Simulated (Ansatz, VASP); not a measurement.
This is a calculation of BeTe for VASP 6.6.1.

Contents of INCAR:

```
SYSTEM = BeTe
ALGO     = Normal         ! electronic algorithm
EDIFF    = 1E-6           ! SCF threshold, eV
ENCUT    = 520            ! plane-wave cutoff, eV
GGA      = PE             ! functional
ISIF     = 2              ! what is computed and relaxed
ISMEAR   = 0              ! smearing method
LASPH    = .TRUE.         ! aspherical terms in the spheres
LCHARG   = .FALSE.        ! write CHGCAR
LREAL    = .FALSE.        ! projectors in reciprocal space
LWAVE    = .FALSE.        ! write WAVECAR
NBANDS   = 11             ! bands
NELM     = 60             ! most SCF steps
PREC     = Accurate       ! precision mode
SIGMA    = 0.012          ! smearing width, eV
```

Contents of KPOINTS:

```
k-points
0
G
  8 8 8
  0 0 0
```

POSCAR

```
BeTe
1.0
    0.0000000000      2.7700000000      2.7700000000
    2.7700000000      0.0000000000      2.7700000000
    2.7700000000      2.7700000000      0.0000000000
Te Be
1 1
Direct
    0.7500000000      0.7500000000      0.7500000000
    0.0000000000      0.0000000000      0.0000000000
```

Potentials or basis: VASP PAW PBE potentials, release 64 (Te, Be).

Command:

```bash
$ cat potpaw_PBE.64/Te/POTCAR potpaw_PBE.64/Be/POTCAR > POTCAR
$ mpirun -np 1 vasp_std > vasp.out
```

Question: Set up the same calculation for Ansatz 0.2.0. Potentials there: all-electron LAPW, scalar-relativistic.

Answer: As run (the cutoff follows the program's own potentials):

The input input.yaml:

```yaml
crystal:
  lattice:
    - [0.0, 2.77, 2.77]
    - [2.77, 0.0, 2.77]
    - [2.77, 2.77, 0.0]
  atoms:
    - { symbol: Te, position: [0.75, 0.75, 0.75] }
    - { symbol: Be, position: [0.0, 0.0, 0.0] }
kpoints:
  mp_grid: { grid: [8, 8, 8] }
scf:
  occupations: { method: gaussian, width: 0.012 }
hamiltonian:
  xc: pbe
  pseudopotentials: { kind: all_electron, lapw: { basis_error: 0.001 } }
output:
  forces: true
  stress: true
  eigenvalues: true
```

Potentials or basis: all-electron LAPW, scalar-relativistic.

The run is started by

```bash
$ ansatz run input.yaml --threads 1 --pin off --max-ram 3072MiB --backend cpu --events-out ev --progress --plain --runs-dir out
```

Both were run:

|  | VASP | Ansatz | Ansatz less VASP |
| --- | --- | --- | --- |
| gap on the k mesh at the Fermi level (eV) | 1.85 | 1.86 | +0.016 |
| least direct gap on the mesh (eV) | 3.56 | 3.59 | +0.022 |
| pressure (GPa) | 4.5 | 4.3 | -0.18 |

Ansatz ran all-electron here, and VASP with PAW potentials.

Spin-orbit coupling is off throughout.
